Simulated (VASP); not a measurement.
# W3C in VASP: notebook

W3C is run at these levels: PBE; tasks: single point.

Program: VASP 6.6.1. These are calculated values, not measurements. Logs are shortened: lines on timing, memory, paths and dates and some standing lists are left out, and cuts for length are marked.

**1. The cell of the first run**

The cell holds a slab with vacuum, 4 atoms: a = 2.855 Å, b = 2.855 Å, c = 21.697 Å, α = 90.00°, β = 90.00°, γ = 120.00°.

**2. Single point, PBE**

INCAR reads:

```
SYSTEM = W3C
PREC = Accurate ; ENCUT = 520
EDIFF = 1E-6 ; ISMEAR = 0
SIGMA = 0.1 ; LREAL = .False.
LASPH = .True. ; NELM = 60
ALGO = Normal ; ISIF = 2
LWAVE = .False. ; LCHARG = .True.
LDIPOL = .True. ; IDIPOL = 3
DIPOL = 0.5 0.5 0.339 ; GGA = PE
LELF = .True. ; LVHAR = .True.
LVACPOTAV = .True. ; NBANDS = 31
```

KPOINTS reads:

```
Automatic mesh
0
Gamma
  9 9 1
  0 0 0
```

POSCAR reads:

```
W3C
1.0
    2.8545944806      0.0000000000      0.0000000000
   -1.4272972403      2.4721513377      0.0000000000
    0.0000000000      0.0000000000     21.6971108210
W C
3 1
Direct
    0.6666666667      0.3333333333      0.1843563428
    0.3333333333      0.6666666667      0.2926027619
    0.0000000000      0.0000000000      0.4008418859
    0.6666666667     -0.6666666667      0.4787324408
```

Potentials or basis: VASP PAW PBE potentials, release 64 (W_sv, C).

On the command line:

```console
cat potpaw_PBE.64/W_sv/POTCAR potpaw_PBE.64/C/POTCAR > POTCAR
mpirun -np 1 vasp_std > vasp.out
```

OUTCAR:

```text
SYSTEM = W3C
   PREC = Accurate
   ENCUT = 520
   EDIFF = 1E-6
   ISMEAR = 0
   LREAL = .False.
   LASPH = .True.
   NELM = 60
   ISIF = 2
   GGA = PE

 ion  position               nearest neighbor table
   1  0.667  0.333  0.184-   2 2.87   2 2.87   2 2.87
   2  0.333  0.667  0.293-   3 2.87   3 2.87   3 2.87   1 2.87   1 2.87   1 2.87
   3  0.000  0.000  0.401-   4 2.36   4 2.36   4 2.36   2 2.87   2 2.87   2 2.87
   4  0.667  0.333  0.479-   3 2.36   3 2.36   3 2.36

  LATTYP: Found a hexagonal cell.
 ALAT       =     2.8545944806
 C/A-ratio  =     7.6007681541

  Lattice vectors:

 A1 = (   2.8545944806,   0.0000000000,   0.0000000000)
 A2 = (  -1.4272972403,   2.4721513377,   0.0000000000)
 A3 = (   0.0000000000,   0.0000000000,  21.6971108210)

Analysis of symmetry for initial positions (statically):
=====================================================================
 Subroutine PRICEL returns:
 Original cell was already a primitive cell.

 Routine SETGRP: Setting up the symmetry group for a
 hexagonal supercell.

 Subroutine GETGRP returns: Found  6 space group operations
 (whereof  6 operations were pure point group operations)
 out of a pool of 24 trial point group operations.

The static configuration has the point symmetry C_3v.

Analysis of symmetry for dynamics (positions and initial velocities):
=====================================================================
 Subroutine PRICEL returns:
 Original cell was already a primitive cell.

 Routine SETGRP: Setting up the symmetry group for a
 hexagonal supercell.

 Subroutine GETGRP returns: Found  6 space group operations
 (whereof  6 operations were pure point group operations)
 out of a pool of 24 trial point group operations.

The dynamic configuration has the point symmetry C_3v.

 Subroutine INISYM returns: Found  6 space group operations
 (whereof  6 operations are pure point group operations),
 and found     1 'primitive' translations

----------------------------------------------------------------------------------------

                                     Primitive cell

  volume of cell :     153.1163

  direct lattice vectors                    reciprocal lattice vectors
     2.854594481  0.000000000  0.000000000     0.350312455  0.202252990  0.000000000
    -1.427297240  2.472151338  0.000000000     0.000000000  0.404505980  0.000000000
     0.000000000  0.000000000 21.697110821     0.000000000  0.000000000  0.046089086
[... 79 lines left out ...]
   IBRION =     -1    ionic relax: 0-MD 1-quasi-New 2-CG
   NFREE  =      0    steps in history (QN), initial steepest desc. (CG)
   ISIF   =      2    stress and relaxation
   ISYM   =      2    0-nonsym 1-usesym 2-fastsym
   POTIM  = 0.5000    time-step for ionic-motion
   TEBEG  =    0.0;   TEEND  =   0.0 temperature during run
   PSTRESS=    0.0 pullay stress
   NELECT =      46.0000    total number of electrons
   NUPDOWN=      -1.0000    fix difference up-down
   EMIN   =  10.00;   EMAX   =-10.00  energy-range for DOS
   EFERMI =   0.00;   METHOD = LEGACY
   ISMEAR =     0;   SIGMA  =   0.10  broadening in eV -4-tet -1-fermi 0-gaus
   EFERMI_NEDOS =   21; number of points for ismear=-14 and -15
   IALGO  =     38    algorithm
   IMIX   =      4    mixing-type and parameters
     AMIX     =   0.40;   BMIX     =  1.00
     AMIX_MAG =   1.60;   BMIX_MAG =  1.00
  volume/ion in A,a.u.               =      38.28       258.32
  Fermi-wavevector in a.u.,A,eV,Ry     =   1.096445  2.071981 16.356820  1.202192
  Thomas-Fermi vector in A             =   2.232787
   LORBIT       =      0    0 simple, 1 ext, 2 COOP (PROOUT), +10 PAW based schemes
   GGA     = PE    functional components
   LHFCALC =     F    Hartree Fock is set to
   AEXX    =    0.0000 exact exchange contribution
   IVDW    =     0    specifies the selected vdW correction
   LEPSILON=     F    determine dielectric tensor
   LRPA    =     F    only Hartree local field effects (RPA)
 non-spin polarized calculation
 Gauss-broadening in eV      SIGMA  =   0.10
  energy-cutoff  :      520.00
  volume of cell :      153.12
 maximum number of plane-waves:      4147
 NGX is ok and might be reduce to    24
   NGX = 11   NGY = 11   NGZ = 81

 dipolmoment           0.000000      0.000000     -0.001973 electrons x Angstroem

 number of electron      45.9999997 magnetization

 dipolmoment           0.000000      0.000000      0.059904 electrons x Angstroem

 Free energy of the ion-electron system (eV)
  ---------------------------------------------------
  ext. energy  EPLUGINS =         0.00000000
  ---------------------------------------------------
  free energy    TOTEN  =       -41.57098036 eV

  energy without entropy =      -41.53866741  energy(sigma->0) =      -41.55482388

 E-fermi :  -0.0214     XC(G=0):  -5.8786

 val. band max:       -0.0563055008   @ k =   0.2222   0.1111   0.0000
 cond. band min:      -0.0119190726   @ k =   0.0000   0.0000   0.0000
 fundamental gap:      0.0443864282
 Fermi energy:        -0.0214469624

 k-point     1 :       0.0000    0.0000    0.0000
  band No.  band energies     occupation
      1     -73.7543      2.00000
      2     -73.7324      2.00000
      3     -73.6749      2.00000
      4     -38.3604      2.00000
      5     -38.0052      2.00000
      6     -37.5833      2.00000
[... 397 lines left out ...]
     30       4.3152      0.00000
     31       5.5599      0.00000

------------------------ aborting loop because EDIFF is reached ----------------------------------------

  FORCE on cell =-STRESS in cart. coord.  units (eV):
  Direction    XX          YY          ZZ          XY          YZ          ZX
  --------------------------------------------------------------------------------------
  -------------------------------------------------------------------------------------
  Total       -4.3604393     -4.3604393     -7.7384623      0.0000000      0.0000000      0.0000000
  in kB      -45.6267401    -45.6267401    -80.9736793      0.0000000      0.0000000      0.0000000
  external PRESSURE =     -57.4090532 kB  Pullay stress =       0.0000000 kB

 VOLUME and BASIS-vectors are now :
 -----------------------------------------------------------------------------
  energy-cutoff  :      520.00
  volume of cell :      153.12
      direct lattice vectors                 reciprocal lattice vectors
     2.854594481  0.000000000  0.000000000     0.350312455  0.202252990  0.000000000
    -1.427297240  2.472151338  0.000000000     0.000000000  0.404505980  0.000000000
     0.000000000  0.000000000 21.697110821     0.000000000  0.000000000  0.046089086

 POSITION                                       TOTAL-FORCE (eV/Angst)
 -----------------------------------------------------------------------------------
      1.42730      0.82405      4.00000        -0.000000     -0.000000      0.007446
     -0.00000      1.64810      6.34863         0.000000      0.000000      0.435659
      0.00000      0.00000      8.69711         0.000000      0.000000      3.490984
      1.42730      0.82405     10.38711        -0.000000      0.000000     -3.934090
 -----------------------------------------------------------------------------------
    total drift:                               -0.000000      0.000000     -0.000286

  FREE ENERGIE OF THE ION-ELECTRON SYSTEM (eV)
  ---------------------------------------------------
  free  energy   TOTEN  =       -41.5709803592 eV

  energy  without entropy=      -41.5386674052  energy(sigma->0) =      -41.55482388

 vacuum level on the upper side and lower side of the slab         6.643         5.108
```

Wall time 89 s (1 thread of Intel Xeon 6975P-C (Granite Rapids), shared host); peak memory 0.31 GiB.

What came out:

```yaml
Free_energy: -41.5710 eV
Largest_force: 3.934 eV/Å
Band_gap_on_the_k_mesh: zero (band 23 reaches 0.24 eV, above the bottom of band 24 at -0.67 eV)
```

Forces on the atoms (eV/Å):
```
W    0.000  0.000  0.007
W    0.000  0.000  0.436
W    0.000  0.000  3.491
C    0.000  0.000 -3.934
```

Levels at points of the mesh, in eV from the Fermi level:
```csv
k point,band 20,band 21,band 22,band 23,band 24,band 25,band 26,band 27
"(0.00, 0.00, 0.00)",-0.78,-0.41,-0.41,-0.10,0.01,0.01,0.28,2.18
```

Caveat: spin-orbit coupling is left out, which moves the levels of the heavy elements.

**3. Single point, PBE**

INCAR reads:

```
  ALGO = Normal
  DIPOL = 0.5 0.5 0.349
  EDIFF = 1E-7
  ENCUT = 520
  GGA = PE
  IDIPOL = 3
  ISIF = 2
  ISMEAR = 0
  LASPH = T
  LCHARG = T
  LDIPOL = T
  LELF = T
  LREAL = F
  LVACPOTAV = T
  LVHAR = T
  LWAVE = F
  NBANDS = 31
  NELM = 60
  PREC = Accurate
  SIGMA = 0.1
```

KPOINTS reads:

```
k-points
0
Gamma
  9 9 1
```

POSCAR: that of step 2 with these lines changed.

```diff
@@ -11,2 +11,2 @@
     0.0000000000      0.0000000000      0.4008418859
-    0.6666666667     -0.6666666667      0.4787324408
+    0.6666666667     -0.6666666667      0.5174472728
```

Potentials or basis: VASP PAW PBE potentials, release 64 (W_sv, C).

On the command line:

```console
cat potpaw_PBE.64/W_sv/POTCAR potpaw_PBE.64/C/POTCAR > POTCAR
mpirun -np 1 vasp_std > vasp.out
```

OUTCAR:

```text
EDIFF = 1E-7
   ENCUT = 520
   GGA = PE
   ISIF = 2
   ISMEAR = 0
   LASPH = T
   LREAL = F
   NELM = 60
   PREC = Accurate

 ion  position               nearest neighbor table
   1  0.667  0.333  0.184-   2 2.87   2 2.87   2 2.87
   2  0.333  0.667  0.293-   3 2.87   3 2.87   3 2.87   1 2.87   1 2.87   1 2.87
   3  0.000  0.000  0.401-   2 2.87   2 2.87   2 2.87
   4  0.667  0.333  0.517-

  LATTYP: Found a hexagonal cell.
 ALAT       =     2.8545944806
 C/A-ratio  =     7.6007681541
[... 596 lines left out ...]
  --------------------------------------------------------------------------------------
  -------------------------------------------------------------------------------------
  Total       -8.8826366     -8.8826366     -5.0901758      0.0000000      0.0000000      0.0000000
  in kB      -92.9460833    -92.9460833    -53.2625531      0.0000000      0.0000000      0.0000000
  external PRESSURE =     -79.7182399 kB  Pullay stress =       0.0000000 kB

 VOLUME and BASIS-vectors are now :
 -----------------------------------------------------------------------------
  energy-cutoff  :      520.00
  volume of cell :      153.12
      direct lattice vectors                 reciprocal lattice vectors
     2.854594481  0.000000000  0.000000000     0.350312455  0.202252990  0.000000000
    -1.427297240  2.472151338  0.000000000     0.000000000  0.404505980  0.000000000
     0.000000000  0.000000000 21.697110821     0.000000000  0.000000000  0.046089086

 POSITION                                       TOTAL-FORCE (eV/Angst)
 -----------------------------------------------------------------------------------
      1.42730      0.82405      4.00000        -0.000000      0.000000     -0.060763
     -0.00000      1.64810      6.34863         0.000000     -0.000000     -0.188926
      0.00000      0.00000      8.69711        -0.000000     -0.000000      2.535673
      1.42730      0.82405     11.22711        -0.000000      0.000000     -2.285985
 -----------------------------------------------------------------------------------
    total drift:                               -0.000000      0.000000     -0.000668

  FREE ENERGIE OF THE ION-ELECTRON SYSTEM (eV)
  ---------------------------------------------------
  free  energy   TOTEN  =       -39.2559813710 eV

  energy  without entropy=      -39.2209550930  energy(sigma->0) =      -39.23846823

 vacuum level on the upper side and lower side of the slab         6.664         5.163
```

OSZICAR:

```text
N       E                     dE             d eps       ncg     rms          rms(c)
DAV:   1     0.497450394077E+03    0.49745E+03   -0.28190E+04   872   0.140E+03
DAV:   2    -0.215709964217E+02   -0.51902E+03   -0.50708E+03   890   0.428E+02
DAV:   3    -0.410452002172E+02   -0.19474E+02   -0.18693E+02   931   0.838E+01
[... 24 lines left out ...]
DAV:  28    -0.392559769461E+02   -0.24726E-06   -0.67924E-08   559   0.143E-03    0.125E-03
DAV:  29    -0.392559803765E+02   -0.34304E-05   -0.38165E-07   592   0.256E-03    0.680E-04
DAV:  30    -0.392559806883E+02   -0.31177E-06   -0.21058E-08   507   0.689E-04    0.550E-04
DAV:  31    -0.392559812947E+02   -0.60639E-06   -0.68573E-08   502   0.102E-03    0.198E-04
DAV:  32    -0.392559813710E+02   -0.76292E-07   -0.69164E-09   478   0.374E-04
   1 F= -.39255981E+02 E0= -.39238468E+02  d E =-.350263E-01
```

It took 83 s on 1 thread of Intel Xeon 6975P-C (Granite Rapids), shared host; peak memory 0.31 GiB.

Results:

```
Free energy            : -39.2560 eV
Largest force          : 2.536 eV/Å
Band gap on the k mesh : zero (band 23 reaches 0.40 eV, above the bottom of band 24 at -0.51 eV)
```

Forces on the atoms (eV/Å):
```
W    0.000  0.000 -0.061
W    0.000  0.000 -0.189
W    0.000  0.000  2.536
C    0.000  0.000 -2.286
```

Levels at points of the mesh, in eV from the Fermi level:
| k point | band 19 | band 20 | band 21 | band 22 | band 23 | band 24 | band 25 | band 26 | band 27 | band 28 |
| --- | --- | --- | --- | --- | --- | --- | --- | --- | --- | --- |
| (0.00, 0.00, 0.00) | -1.00 | -0.49 | -0.49 | -0.21 | -0.21 | 0.07 | 0.07 | 0.21 | 2.39 | 2.39 |

Caveat: spin-orbit coupling is left out, which moves the levels of the heavy elements.
